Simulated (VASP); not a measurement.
# C (Cmme) in VASP: notebook

C is run at these levels: PBEsol; tasks: single point.

All numbers are computed with VASP 6.6.1; they aren't measurements. Logs are shortened: lines on timing, memory, paths and dates and some standing lists are left out, and cuts for length are marked.

### Step 1. The cell of the first run

The typed cell holds 4 atoms: a = 2.459 Å, b = 2.459 Å, c = 7.378 Å, α = 90.00°, β = 90.00°, γ = 119.99°.

### Step 2. Single point, PBEsol

File INCAR:

```
PREC = Accurate
ENCUT = 600
EDIFF = 1E-6
ISMEAR = 0
SIGMA = 0.15
LREAL = False
LASPH = True
NELM = 120
ALGO = Normal
ISIF = 2
LWAVE = False
LCHARG = False
GGA = PS
NBANDS = 16
GGA_COMPAT = False
```

File KPOINTS:

```
Automatic mesh
0
Gamma
  18 18 6
```

File POSCAR:

```
C
1.0
    1.2294745828     -2.1290849001      0.0000000000
    1.2294745828      2.1290849001      0.0000000000
    0.0000000000      0.0000000000      7.3778161753
C
4
Direct
    0.0833216530      0.9166783470      0.7498447213
    0.5833216530      0.4166783470      0.2501552787
    0.9166783470      0.0833216530      0.2501552787
    0.4166783470      0.5833216530      0.7498447213
```

Potentials or basis: VASP PAW PBE potentials, release 64 (C).

On the command line:

```
$ cat potpaw_PBE.64/C/POTCAR > POTCAR
$ mpirun -np 1 vasp_std > vasp.out
```

OUTCAR:

```text
PREC = Accurate
   ENCUT = 600
   EDIFF = 1E-6
   ISMEAR = 0
   LREAL = False
   LASPH = True
   NELM = 120
   ISIF = 2
   GGA = PS

 ion  position               nearest neighbor table
   1  0.083  0.917  0.750-   4 1.42   4 1.42   4 1.42
   2  0.583  0.417  0.250-   3 1.42   3 1.42   3 1.42
   3  0.917  0.083  0.250-   2 1.42   2 1.42   2 1.42
   4  0.417  0.583  0.750-   1 1.42   1 1.42   1 1.42

  LATTYP: Found a base centered orthorhombic cell.
 ALAT       =     2.4589491656
 B/A-ratio  =     1.7317030623
 C/A-ratio  =     3.0003939400

  Lattice vectors:

 A1 = (   1.2294745828,  -2.1290849001,   0.0000000000)
 A2 = (   1.2294745828,   2.1290849001,   0.0000000000)
 A3 = (   0.0000000000,   0.0000000000,   7.3778161753)

Analysis of symmetry for initial positions (statically):
=====================================================================
 Subroutine PRICEL returns:
 Original cell was already a primitive cell.

 Routine SETGRP: Setting up the symmetry group for a
 base centered orthorhombic supercell.

 Subroutine GETGRP returns: Found  8 space group operations
 (whereof  4 operations were pure point group operations)
 out of a pool of  8 trial point group operations.

The static configuration has the point symmetry C_2h.
 The point group associated with its full space group is D_2h.

Analysis of symmetry for dynamics (positions and initial velocities):
=====================================================================
 Subroutine PRICEL returns:
 Original cell was already a primitive cell.

 Routine SETGRP: Setting up the symmetry group for a
 base centered orthorhombic supercell.

 Subroutine GETGRP returns: Found  8 space group operations
 (whereof  4 operations were pure point group operations)
 out of a pool of  8 trial point group operations.

The dynamic configuration has the point symmetry C_2h.
 The point group associated with its full space group is D_2h.

 Subroutine INISYM returns: Found  8 space group operations
 (whereof  4 operations are pure point group operations),
 and found     1 'primitive' translations

----------------------------------------------------------------------------------------

                                     Primitive cell

  volume of cell :      38.6252

  direct lattice vectors                    reciprocal lattice vectors
     1.229474583 -2.129084900  0.000000000     0.406677785 -0.234842678  0.000000000
     1.229474583  2.129084900  0.000000000     0.406677785  0.234842678  0.000000000
     0.000000000  0.000000000  7.377816175     0.000000000  0.000000000  0.135541463

  length of vectors
     2.458578911  2.458578911  7.377816175     0.469614634  0.469614634  0.135541463

  position of ions in fractional coordinates (direct lattice)
     0.083321653  0.916678347  0.749844721
     0.583321653  0.416678347  0.250155279
     0.916678347  0.083321653  0.250155279
     0.416678347  0.583321653  0.749844721

  ion indices of the primitive-cell ions
   primitive index   ion index
                 1           1
                 2           2
                 3           3
                 4           4

----------------------------------------------------------------------------------------

 KPOINTS: Automatic mesh

Automatic generation of k-mesh.
 Grid dimensions read from file:
 generate k-points for:   18   18    6

 Generating k-lattice:

  Cartesian coordinates                     Fractional coordinates (reciprocal lattice)
     0.022593210 -0.013046815  0.000000000     0.055555556 -0.000000000  0.000000000
     0.022593210  0.013046815  0.000000000    -0.000000000  0.055555556  0.000000000
     0.000000000  0.000000000  0.022590244     0.000000000  0.000000000  0.166666667

  Length of vectors
     0.026089702  0.026089702  0.022590244

  Shift w.r.t. Gamma in fractional coordinates (k-lattice)
     0.000000000  0.000000000  0.000000000

 Subroutine IBZKPT returns following result:
 ===========================================

 Found    364 irreducible k-points:

 Following reciprocal coordinates:
            Coordinates               Weight
  0.000000  0.000000  0.000000      1.000000
  0.055556  0.000000  0.000000      4.000000
  0.111111  0.000000  0.000000      4.000000
  0.166667 -0.000000  0.000000      4.000000
  0.222222  0.000000  0.000000      4.000000
  0.277778 -0.000000  0.000000      4.000000
[... 16 lines left out ...]
 -0.277778  0.055556  0.000000      4.000000
 -0.222222  0.055556  0.000000      4.000000
 [... further k-points ...]
   k-points           NKPTS =    364   k-points in BZ     NKDIM =    364   number of bands    NBANDS=     16
   number of dos      NEDOS =    301   number of ions     NIONS =      4
   total plane-waves  NPLWV =  24000
   dimension x,y,z NGX =    20 NGY =   20 NGZ =   60
   dimension x,y,z NGXF=    40 NGYF=   40 NGZF=  120
   ions per type =               4
   NGX,Y,Z   is equivalent  to a cutoff of  13.52, 13.52, 13.52 a.u.
   NGXF,Y,Z  is equivalent  to a cutoff of  27.05, 27.05, 27.04 a.u.
 SYSTEM =  unknown system
   PREC   = accura    normal or accurate (medium, high low for compatibility)
   ISTART =      0    job   : 0-new  1-cont  2-samecut
   ICHARG =      2    charge: 1-file 2-atom 10-const
   ISPIN  =      1    spin polarized calculation?
   LNONCOLLINEAR =      F non collinear calculations
   LSORBIT =      F    spin-orbit coupling
   LASPH  =      T    aspherical Exc in radial PAW
   ENCUT  =  600.0 eV  44.10 Ry    6.64 a.u.   4.91  4.91 14.74*2*pi/ulx,y,z
   NELM   =    120;   NELMIN=  2; NELMDL= -5     # of ELM steps
   EDIFF  = 0.1E-05   stopping-criterion for ELM
   LREAL  =      F    real-space projection
   EDIFFG = 0.1E-04   stopping-criterion for IOM
   NSW    =      0    number of steps for IOM
   IBRION =     -1    ionic relax: 0-MD 1-quasi-New 2-CG
   NFREE  =      0    steps in history (QN), initial steepest desc. (CG)
   ISIF   =      2    stress and relaxation
   ISYM   =      2    0-nonsym 1-usesym 2-fastsym
   POTIM  = 0.5000    time-step for ionic-motion
   TEBEG  =    0.0;   TEEND  =   0.0 temperature during run
   PSTRESS=    0.0 pullay stress
   NELECT =      16.0000    total number of electrons
   NUPDOWN=      -1.0000    fix difference up-down
   EMIN   =  10.00;   EMAX   =-10.00  energy-range for DOS
   EFERMI =   0.00;   METHOD = LEGACY
   ISMEAR =     0;   SIGMA  =   0.15  broadening in eV -4-tet -1-fermi 0-gaus
   EFERMI_NEDOS =   21; number of points for ismear=-14 and -15
   IALGO  =     38    algorithm
   IMIX   =      4    mixing-type and parameters
     AMIX     =   0.40;   BMIX     =  1.00
     AMIX_MAG =   1.60;   BMIX_MAG =  1.00
  volume/ion in A,a.u.               =       9.66        65.16
  Fermi-wavevector in a.u.,A,eV,Ry     =   1.220370  2.306164 20.263182  1.489302
  Thomas-Fermi vector in A             =   2.355589
   LORBIT       =      0    0 simple, 1 ext, 2 COOP (PROOUT), +10 PAW based schemes
   GGA     = PS    functional components
   LHFCALC =     F    Hartree Fock is set to
   AEXX    =    0.0000 exact exchange contribution
   IVDW    =     0    specifies the selected vdW correction
   LEPSILON=     F    determine dielectric tensor
   LRPA    =     F    only Hartree local field effects (RPA)
 non-spin polarized calculation
 Gauss-broadening in eV      SIGMA  =   0.15
  energy-cutoff  :      600.00
  volume of cell :       38.63
 maximum number of plane-waves:      1326
   NGX =  9   NGY =  9   NGZ = 29

 number of electron      15.9999999 magnetization

 Free energy of the ion-electron system (eV)
  ---------------------------------------------------
  ext. energy  EPLUGINS =         0.00000000
  ---------------------------------------------------
  free energy    TOTEN  =       -38.58666343 eV

  energy without entropy =      -38.58565865  energy(sigma->0) =      -38.58616104

 E-fermi :   3.8527     XC(G=0):  -9.8880

 val. band max:        3.8523893990   @ k =   0.3333   0.3333   0.5000
 cond. band min:       3.8544066950   @ k =   0.3333   0.3333   0.5000
 fundamental gap:      0.0020172960
 Fermi energy:         3.8526682547

 k-point     1 :       0.0000    0.0000    0.0000
  band No.  band energies     occupation
      1     -15.7576      2.00000
      2     -15.6158      2.00000
      3      -4.4242      2.00000
      4      -3.2177      2.00000
      5       0.8569      2.00000
      6       0.8647      2.00000
[... 8 lines left out ...]
     15      15.3892      0.00000
     16      15.4533      0.00000

 k-point     2 :       0.0556    0.0000    0.0000
  band No.  band energies     occupation
      1     -15.6839      2.00000
      2     -15.5428      2.00000
      3      -4.3344      2.00000
      4      -3.1319      2.00000
      5       0.5600      2.00000
      6       0.5713      2.00000
[... 8 lines left out ...]
     15      15.1210      0.00000
     16      15.2045      0.00000

 k-point     3 :       0.1111    0.0000    0.0000
  band No.  band energies     occupation
      1     -15.4631      2.00000
      2     -15.3241      2.00000
      3      -4.0661      2.00000
      4      -2.8755      2.00000
      5      -0.2636      2.00000
      6      -0.2458      2.00000
[... 8 lines left out ...]
     15      14.3579      0.00000
     16      14.5002      0.00000

 k-point     4 :       0.1667   -0.0000    0.0000
  band No.  band energies     occupation
      1     -15.0962      2.00000
      2     -14.9608      2.00000
      3      -3.6218      2.00000
      4      -2.4522      2.00000
      5      -1.4474      2.00000
      6      -1.4206      2.00000
[... 8 lines left out ...]
     15      14.7769      0.00000
     16      14.7771      0.00000
[... 324 lines left out ...]
 k-point    22 :      -0.3333    0.0556    0.0000
  band No.  band energies     occupation
      1     -13.5018      2.00000
      2     -13.3814      2.00000
      3      -5.0322      2.00000
      4      -4.9810      2.00000
      5      -1.9343      2.00000
      6      -1.9222      2.00000
[... 8 lines left out ...]
     15      18.1156      0.00000
     16      18.5936      0.00000

 k-point    23 :      -0.2778    0.0556    0.0000
  band No.  band energies     occupation
      1     -14.2222      2.00000
      2     -14.0950      2.00000
      3      -3.5682      2.00000
      4      -3.5291      2.00000
      5      -2.5737      2.00000
      6      -1.4596      2.00000
[... 8 lines left out ...]
     15      16.7742      0.00000
     16      16.9092      0.00000

 k-point    24 :      -0.2222    0.0556    0.0000
  band No.  band energies     occupation
      1     -14.8038      2.00000
      2     -14.6711      2.00000
      3      -3.2695      2.00000
      4      -2.1634      2.00000
      5      -2.1367      2.00000
      6      -2.1167      2.00000
[... 8 lines left out ...]
     15      15.2690      0.00000
     16      15.3337      0.00000

 [... further k-points ...]

------------------------ aborting loop because EDIFF is reached ----------------------------------------

  FORCE on cell =-STRESS in cart. coord.  units (eV):
  Direction    XX          YY          ZZ          XY          YZ          ZX
  --------------------------------------------------------------------------------------
  -------------------------------------------------------------------------------------
  Total        0.1401221      0.1381520     -0.0702299      0.0000000      0.0000000      0.0000000
  in kB        5.8122863      5.7305653     -2.9131468      0.0000000      0.0000000      0.0000000
  external PRESSURE =       2.8765682 kB  Pullay stress =       0.0000000 kB

 VOLUME and BASIS-vectors are now :
 -----------------------------------------------------------------------------
  energy-cutoff  :      600.00
  volume of cell :       38.63
      direct lattice vectors                 reciprocal lattice vectors
     1.229474583 -2.129084900  0.000000000     0.406677785 -0.234842678  0.000000000
     1.229474583  2.129084900  0.000000000     0.406677785  0.234842678  0.000000000
     0.000000000  0.000000000  7.377816175     0.000000000  0.000000000  0.135541463

 POSITION                                       TOTAL-FORCE (eV/Angst)
 -----------------------------------------------------------------------------------
      1.22947      1.77429      5.53222         0.000000     -0.000859      0.000128
      1.22947     -0.35480      1.84560         0.000000     -0.000859     -0.000128
      1.22947     -1.77429      1.84560         0.000000      0.000859     -0.000128
      1.22947      0.35480      5.53222         0.000000      0.000859      0.000128
 -----------------------------------------------------------------------------------
    total drift:                               -0.000000     -0.000000     -0.000000

  FREE ENERGIE OF THE ION-ELECTRON SYSTEM (eV)
  ---------------------------------------------------
  free  energy   TOTEN  =       -38.5866634267 eV

  energy  without entropy=      -38.5856586520  energy(sigma->0) =      -38.58616104
```

Run time: 3.5 min. Hardware: 1 thread of Intel Xeon 8259CL, shared host; peak memory 0.31 GiB.

What came out:

```
Free energy            : -38.5867 eV
Pressure               : 0.3 GPa
Band gap on the k mesh : zero (filled and empty bands touch)
```

Stress tensor (GPa, compression positive):
```
 0.58  0.00  0.00
 0.00  0.57  0.00
 0.00  0.00 -0.29
```

Levels at points of the mesh, in eV from the Fermi level:
| k point | band 4 | band 5 | band 6 | band 7 | band 8 | band 9 | band 10 | band 11 | band 12 | band 13 |
| --- | --- | --- | --- | --- | --- | --- | --- | --- | --- | --- |
| (0.00, 0.00, 0.00) | -7.07 | -3.00 | -2.99 | -2.98 | -2.98 | 3.43 | 8.33 | 8.35 | 8.35 | 8.36 |
| (0.50, 0.00, 0.00) | -13.28 | -6.41 | -6.41 | -2.41 | -2.41 | 1.73 | 1.73 | 7.45 | 7.45 | 10.81 |
| (0.50, 0.50, 0.00) | -13.24 | -6.42 | -6.40 | -2.77 | -1.95 | 1.17 | 2.18 | 7.34 | 7.54 | 10.71 |
| (0.00, 0.00, 0.50) | -7.72 | -2.99 | -2.99 | -2.99 | -2.99 | 5.42 | 5.43 | 8.36 | 8.36 | 8.36 |
| (0.50, 0.00, 0.50) | -13.28 | -6.41 | -6.41 | -2.38 | -2.38 | 1.63 | 1.63 | 7.44 | 7.44 | 11.88 |
| (0.50, 0.50, 0.50) | -13.28 | -6.41 | -6.41 | -2.38 | -2.38 | 1.64 | 1.64 | 7.44 | 7.44 | 11.98 |

Caveat: this functional lacks dispersion, which binds the layers, so the pressure and a relaxed spacing across them are unreliable; the PAW data sets were made with another functional, which shifts forces and pressure a little.

### Step 3. Single point, PBEsol

INCAR, as its differences from that of step 2:

```diff
@@ -4,3 +4,3 @@
 ISMEAR = 0
-SIGMA = 0.15
+SIGMA = 0.1
 LREAL = False
```

File KPOINTS:

```
Automatic mesh
0
Gamma
  21 21 6
```

POSCAR is that of step 2.

Potentials or basis: VASP PAW PBE potentials, release 64 (C).

On the command line:

```
$ cat potpaw_PBE.64/C/POTCAR > POTCAR
$ mpirun -np 1 vasp_std > vasp.out
```

Run time: 5.2 min. Hardware: 1 thread of Intel Xeon 8259CL, shared host; peak memory 0.36 GiB.

The run converged. Its results:

```yaml
Free_energy: -38.5871 eV
Pressure: 0.3 GPa
Band_gap_on_the_k_mesh: zero (filled and empty bands touch)
```

Stress tensor (GPa, compression positive):
```
 0.57  0.00  0.00
 0.00  0.57  0.00
 0.00  0.00 -0.28
```

Levels at points of the mesh, in eV from the Fermi level:
```
           k point  band 4  band 5  band 6  band 7  band 8  band 9  band 10  band 11  band 12  band 13
(0.00, 0.00, 0.00)   -7.07   -3.00   -2.99   -2.98   -2.98    3.43     8.33     8.35     8.35     8.36
(0.00, 0.00, 0.50)   -7.72   -2.99   -2.99   -2.99   -2.99    5.42     5.43     8.36     8.36     8.36
```

Caveat: this functional lacks dispersion, which binds the layers, so the pressure and a relaxed spacing across them are unreliable; the PAW data sets were made with another functional, which shifts forces and pressure a little.
